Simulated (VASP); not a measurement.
# Zr (P6_3/mmc) in VASP: a series of runs, part 3 of 3

VASP 6.6.1. The steps go on from the part before.

### Step 6. Single point, PBEsol

This run uses another cell than the first one, of the same volume but with other edges.

INCAR

```
SYSTEM = Zr
PREC = Accurate
ENCUT = 520
EDIFF = 1E-7
ISMEAR = 0
SIGMA = 0.15
LREAL = .FALSE.
LASPH = .TRUE.
NELM = 60
ALGO = Fast
ISIF = 2
LWAVE = .FALSE.
LCHARG = .FALSE.
GGA = PS
NBANDS = 19
```

KPOINTS

```
regular mesh
0
G
  18 18 10
  0 0 0
```

POSCAR

```
Zr
1.0
    3.2762776731      0.0000000000      0.0000000000
   -1.6381388365      2.8373396948      0.0000000000
    0.0000000000      0.0000000000      5.0088149874
Zr
2
Direct
    0.3333333333      0.6666666667      0.2500000000
    0.6666666667      0.3333333333      0.7500000000
```

Potentials or basis: VASP PAW PBE potentials, release 64 (Zr_sv).

Started as:

```console
$ cat potpaw_PBE.64/Zr_sv/POTCAR > POTCAR
$ mpirun -np 1 vasp_std > vasp.out
```

OUTCAR:

```text
SYSTEM = Zr
   PREC = Accurate
   ENCUT = 520
   EDIFF = 1E-7
   ISMEAR = 0
   LREAL = .FALSE.
   LASPH = .TRUE.
   NELM = 60
   ISIF = 2
   GGA = PS

 ion  position               nearest neighbor table
   1  0.333  0.667  0.250-   2 3.14   2 3.14   2 3.14   2 3.14   2 3.14   2 3.14
   2  0.667  0.333  0.750-   1 3.14   1 3.14   1 3.14   1 3.14   1 3.14   1 3.14

  LATTYP: Found a hexagonal cell.
 ALAT       =     3.2762776731
 C/A-ratio  =     1.5288127220

  Lattice vectors:

 A1 = (   3.2762776731,   0.0000000000,   0.0000000000)
 A2 = (  -1.6381388365,   2.8373396948,   0.0000000000)
 A3 = (   0.0000000000,   0.0000000000,   5.0088149874)

Analysis of symmetry for initial positions (statically):
=====================================================================
 Subroutine PRICEL returns:
 Original cell was already a primitive cell.

 Routine SETGRP: Setting up the symmetry group for a
 hexagonal supercell.

 Subroutine GETGRP returns: Found 24 space group operations
 (whereof 12 operations were pure point group operations)
 out of a pool of 24 trial point group operations.

The static configuration has the point symmetry D_3d.
 The point group associated with its full space group is D_6h.

Analysis of symmetry for dynamics (positions and initial velocities):
=====================================================================
 Subroutine PRICEL returns:
 Original cell was already a primitive cell.

 Routine SETGRP: Setting up the symmetry group for a
 hexagonal supercell.

 Subroutine GETGRP returns: Found 24 space group operations
 (whereof 12 operations were pure point group operations)
 out of a pool of 24 trial point group operations.

The dynamic configuration has the point symmetry D_3d.
 The point group associated with its full space group is D_6h.

 Subroutine INISYM returns: Found 24 space group operations
 (whereof 12 operations are pure point group operations),
 and found     1 'primitive' translations

[... 111 lines left out ...]
   IALGO  =     68    algorithm
   IMIX   =      4    mixing-type and parameters
     AMIX     =   0.40;   BMIX     =  1.00
     AMIX_MAG =   1.60;   BMIX_MAG =  1.00
  volume/ion in A,a.u.               =      23.28       157.11
  Fermi-wavevector in a.u.,A,eV,Ry     =   1.312612  2.480476 23.442147  1.722949
  Thomas-Fermi vector in A             =   2.442992
   LORBIT       =      0    0 simple, 1 ext, 2 COOP (PROOUT), +10 PAW based schemes
   GGA     = PS    functional components
   LHFCALC =     F    Hartree Fock is set to
   AEXX    =    0.0000 exact exchange contribution
   IVDW    =     0    specifies the selected vdW correction
   LEPSILON=     F    determine dielectric tensor
   LRPA    =     F    only Hartree local field effects (RPA)
 non-spin polarized calculation
 RMM-DIIS sequential band-by-band and
 Gauss-broadening in eV      SIGMA  =   0.15
  energy-cutoff  :      520.00
  volume of cell :       46.56
 maximum number of plane-waves:      1272
   NGX = 13   NGY = 13   NGZ = 19

 number of electron      24.0000000 magnetization

 Free energy of the ion-electron system (eV)
  ---------------------------------------------------
  ext. energy  EPLUGINS =         0.00000000
  ---------------------------------------------------
  free energy    TOTEN  =       -18.13912661 eV

  energy without entropy =      -18.11791686  energy(sigma->0) =      -18.12852173

 E-fermi :   8.8785     XC(G=0): -11.2010

 val. band max:        8.8712716221   @ k =   0.3333   0.2222   0.3000
 cond. band min:       8.9067616731   @ k =   0.3333   0.2778   0.3000
 fundamental gap:      0.0354900510
 Fermi energy:         8.8785479512

 k-point     1 :       0.0000    0.0000    0.0000
  band No.  band energies     occupation
      1     -39.8869      2.00000
      2     -39.7056      2.00000
      3     -18.4824      2.00000
      4     -17.6058      2.00000
      5     -17.6058      2.00000
      6     -17.4298      2.00000
[... 505 lines left out ...]
      6     -17.8325      2.00000
[... 11 lines left out ...]
     18      14.1885      0.00000
     19      14.5974      0.00000

 [... further k-points ...]

------------------------ aborting loop because EDIFF is reached ----------------------------------------

  FORCE on cell =-STRESS in cart. coord.  units (eV):
  Direction    XX          YY          ZZ          XY          YZ          ZX
  --------------------------------------------------------------------------------------
  -------------------------------------------------------------------------------------
  Total       -1.2786804     -1.2786804     -0.0663490     -0.0000000      0.0000000     -0.0000000
  in kB      -43.9992787    -43.9992787     -2.2830648     -0.0000000      0.0000000     -0.0000000
  external PRESSURE =     -30.0938740 kB  Pullay stress =       0.0000000 kB

 VOLUME and BASIS-vectors are now :
 -----------------------------------------------------------------------------
  energy-cutoff  :      520.00
  volume of cell :       46.56
      direct lattice vectors                 reciprocal lattice vectors
     3.276277673  0.000000000  0.000000000     0.305224434  0.176221409  0.000000000
    -1.638138837  2.837339695  0.000000000     0.000000000  0.352442819  0.000000000
     0.000000000  0.000000000  5.008814987     0.000000000  0.000000000  0.199648021

 POSITION                                       TOTAL-FORCE (eV/Angst)
 -----------------------------------------------------------------------------------
     -0.00000      1.89156      1.25220        -0.000000      0.000000      0.000000
      1.63814      0.94578      3.75661         0.000000     -0.000000      0.000000
 -----------------------------------------------------------------------------------
    total drift:                               -0.000000      0.000000     -0.000000

  FREE ENERGIE OF THE ION-ELECTRON SYSTEM (eV)
  ---------------------------------------------------
  free  energy   TOTEN  =       -18.1391266111 eV

  energy  without entropy=      -18.1179168550  energy(sigma->0) =      -18.12852173
```

Wall time 2.2 min (1 thread of Intel Xeon 6975P-C (Granite Rapids), shared host); peak memory 0.27 GiB.

What came out:

```yaml
Free_energy: -18.1391 eV
Pressure: -3.0 GPa
Band_gap_on_the_k_mesh: zero (band 12 reaches 9.78 eV, above the bottom of band 13 at 8.61 eV)
```

Stress tensor (GPa, compression positive):
```
-4.40  0.00  0.00
 0.00 -4.40  0.00
 0.00  0.00 -0.23
```

Caveat: the PAW data sets were made with another functional, which shifts forces and pressure a little.

### Step 7. Summary

```csv
cell,further INCAR settings,gap on the mesh (eV),pressure (GPa)
"a = 3.412, b = 3.412, c = 4.618 Å, angles 90.0, 90.0, 120.0°, 2 atoms",ALGO = Fast; EDIFF = 1e-06; NBANDS = 19,none,-2.1
"a = 3.041, b = 3.041, c = 5.812 Å, angles 90.0, 90.0, 120.0°, 2 atoms",ALGO = Fast; EDIFF = 1e-07; NBANDS = 19,none,-3.8
"a = 3.323, b = 3.323, c = 4.869 Å, angles 90.0, 90.0, 120.0°, 2 atoms",ALGO = Fast; EDIFF = 1e-07; NBANDS = 19,none,-2.7
"a = 3.131, b = 3.131, c = 5.485 Å, angles 90.0, 90.0, 120.0°, 2 atoms",ALGO = Fast; EDIFF = 1e-07; NBANDS = 19,none,-3.7
"a = 3.276, b = 3.276, c = 5.009 Å, angles 90.0, 90.0, 120.0°, 2 atoms",ALGO = Fast; EDIFF = 1e-07; NBANDS = 19,none,-3.0
```

Alike in all rows: task single point; level PBEsol; potentials or basis VASP PAW PBE potentials, release 64 (Zr_sv); no spin polarisation; k mesh 18 × 18 × 10; cutoff (eV) 520; smearing gaussian 0.15 eV.

Caveats: the PAW data sets were made with another functional, which shifts forces and pressure a little.

Absolute energies hang on the potentials; compare differences alone.
